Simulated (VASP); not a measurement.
NaH: relaxation of cell and atoms with PBEsol

The system is NaH.

```
CELL_PARAMETERS angstrom
0.00000 2.39567 2.39567
2.39567 0.00000 2.39567
2.39567 2.39567 0.00000
ATOMIC_POSITIONS crystal
Na 0.00000 0.00000 0.00000
H 0.50000 0.50000 0.50000
```

```yaml
Program: VASP 6.6.1
Task: relaxation of cell and atoms
Functional: PBEsol
Potentials_or_basis: VASP PAW PBE potentials, release 64 (Na_pv, H)
Cutoff: 600 eV
k_mesh: 8 × 8 × 8
Occupations: gaussian, width 0.01 eV
Spin: no spin polarisation
Target_pressure: 4 GPa
Dipole_correction: no
Further_INCAR_settings: ALGO = Normal; EDIFF = 1e-06; IBRION = 2; EDIFFG = -0.002; NSW = 100; ISIF = 3
```

- Relaxed volume: 12.10 Å³/atom
- Relaxed cell: a = 3.247 Å, b = 3.247 Å, c = 3.247 Å, α = 60.00°, β = 60.00°, γ = 60.00°
- Space group after relaxing (to 0.05 Å): Fm-3m (No. 225)
- Energy change on relaxing (the enthalpy is what falls): +18.4 meV/atom
- Ionic steps: 15
- Pressure after relaxing: 4.0 GPa
- Band gap on the k mesh: 3.81 eV, indirect (least direct gap 4.78 eV)

The path:
```tsv
step	energy change (eV)	largest force (eV/Å)	pressure (GPa)	volume (Å³)
1	0.0000	0.0000	0.01	27.50
2	0.0055	0.0000	1.35	26.16
3	0.0301	0.0000	3.52	24.49
4	0.0379	0.0000	4.03	24.16
5	0.0364	0.0000	3.87	24.22
6	0.0364	0.0000	3.90	24.22
7	0.0365	0.0000	3.88	24.22
8	0.0365	0.0000	3.93	24.22
9	0.0365	0.0000	3.91	24.22
10	0.0365	0.0000	3.92	24.22
11	0.0365	0.0000	3.91	24.22
12	0.0365	0.0000	3.91	24.22
13	0.0365	0.0000	3.91	24.21
14	0.0366	0.0000	3.90	24.21
15	0.0368	0.0000	3.99	24.21
```

Final structure:
```xyz
2
Lattice="0.0000 2.2960 2.2960 2.2960 0.0000 2.2960 2.2960 2.2960 0.0000" Properties=species:S:1:pos:R:3 pbc="T T T"
Na    0.0000    0.0000    0.0000
H     2.2960    2.2960    2.2960
```

Levels at points of the mesh, in eV from the valence-band top:
```csv
k point,band 1,band 2,band 3,band 4,band 5,band 6,band 7,band 8
"(0.00, 0.00, 0.00)",-21.76,-21.76,-21.76,-4.18,11.84,16.56,16.56,16.56
"(0.50, 0.00, 0.00)",-21.92,-21.78,-21.78,-0.97,3.81,11.72,14.20,14.20
"(0.50, 0.50, 0.00)",-21.90,-21.81,-21.81,-0.22,4.72,10.34,11.48,11.48
```

It took 44 s on 1 thread of Intel(R) Xeon(R) Platinum 8175M CPU @ 2.50GHz (Skylake/Cascade Lake) (shared host), peak memory 0.15 GiB.

Caveat: the cell is relaxed towards a set pressure, so the enthalpy falls and the energy may rise; the PAW data sets were made with another functional, which shifts forces and pressure a little. A k mesh can miss the band edges.
